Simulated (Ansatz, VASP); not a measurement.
Two plane-wave programs on BaTe

```xyz
4
Lattice="0.0000 4.2399 4.2399 4.2399 0.0000 4.2399 4.2399 4.2399 0.0000" Properties=species:S:1:pos:R:3 pbc="T T T"
Ba    4.2399    4.2399    4.2399
Ba    6.3599    6.3599    6.3599
Te    0.0000    0.0000    0.0000
Te    2.1200    2.1200    2.1200
```

Change from the starting cell: species swapped into the NaIn type (Fd-3m, No. 227).

Alike in both runs: task single point; functional PBE; k mesh 4 × 4 × 4; occupations gaussian, width 0.1 eV; no spin polarisation.

```csv
,VASP,Ansatz
version,VASP 6.6.1,Ansatz 0.2.0
potentials or method,"VASP PAW PBE potentials, release 64 (Ba_sv, Te), cutoff 500 eV","scalar-relativistic, plane waves, PAW"
valence electrons in the cell,32,52
```

|  | VASP | Ansatz | Ansatz less VASP |
| --- | --- | --- | --- |
| gap on the k mesh at the Fermi level (eV) | 0.17 | 0.21 | +0.046 |
| least direct gap on the mesh (eV) | 0.82 | 0.84 | +0.021 |
| pressure (GPa) | -0.6 | -1.0 | -0.39 |

With one functional, cell and mesh, what is left measures potentials, basis and numerics. VASP's potentials hold 32 valence electrons a cell and Ansatz's 52, so a difference there can come from the potentials and not from the codes.

Neither program's run includes spin-orbit coupling.
